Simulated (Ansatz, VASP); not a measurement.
# Li in VASP and in Ansatz

Contents of INCAR:

```
SYSTEM = Li
ALGO = Normal
EDIFF = 1E-6
ENCUT = 520
GGA = PE
ISIF = 2
ISMEAR = 0
LASPH = .True.
LCHARG = .False.
LREAL = .False.
LWAVE = .False.
NBANDS = 10
NELM = 60
PREC = Accurate
SIGMA = 0.1
```

KPOINTS

```
k-points
0
Gamma
  6 6 6
  0 0 0
```

File POSCAR:

```
Li
1.0
   -1.8083144300      1.8083144300      3.5624569700
    1.8083144300     -1.8083144300      3.5624569700
    1.8083144300      1.8083144300     -3.5624569700
Li
2
Direct
    0.8033890100      0.8033890100      0.0000000000
    0.1966109900      0.1966109900      0.0000000000
```

Input for Ansatz:

```yaml
crystal:
  lattice:
    - [-1.80831443, 1.80831443, 3.56245697]
    - [1.80831443, -1.80831443, 3.56245697]
    - [1.80831443, 1.80831443, -3.56245697]
  atoms:
    - { symbol: Li, position: [0.80338901, 0.80338901, 0.0] }
    - { symbol: Li, position: [0.19661099, 0.19661099, 0.0] }
basis:
  ecutwfc: 420
kpoints:
  mp_grid: { grid: [6, 6, 6] }
hamiltonian:
  xc: pbe
scf:
  occupations: { method: gaussian, width: 0.1 }
  lower_state_search: "off"
output:
  forces: true
  stress: true
  eigenvalues: true
```

Alike in both runs: task single point; functional PBE; k mesh 6 × 6 × 6; occupations gaussian, width 0.1 eV; no spin polarisation.

|  | VASP | Ansatz |
| --- | --- | --- |
| version | VASP 6.6.1 | Ansatz 0.2.0 |
| potentials or method | VASP PAW PBE potentials, release 64 (Li_sv), cutoff 520 eV | scalar-relativistic, plane waves, PAW |
| valence electrons in the cell | 6 | 6 |

```csv
,VASP,Ansatz,Ansatz less VASP
gap on the k mesh at the Fermi level (eV),none,none,-
rms of the force components (eV/Å),0.133,0.132,-0.0017
```

Atom by atom the forces differ by 0.002 eV/Å (rms over components). A gap of «none» marks a metal or a gap that the smearing closes.

The k mesh is coarse, so the values compare programs but aren't converged. Noted on VASP's run: the cutoff is short for stress, so the pressure is rough.
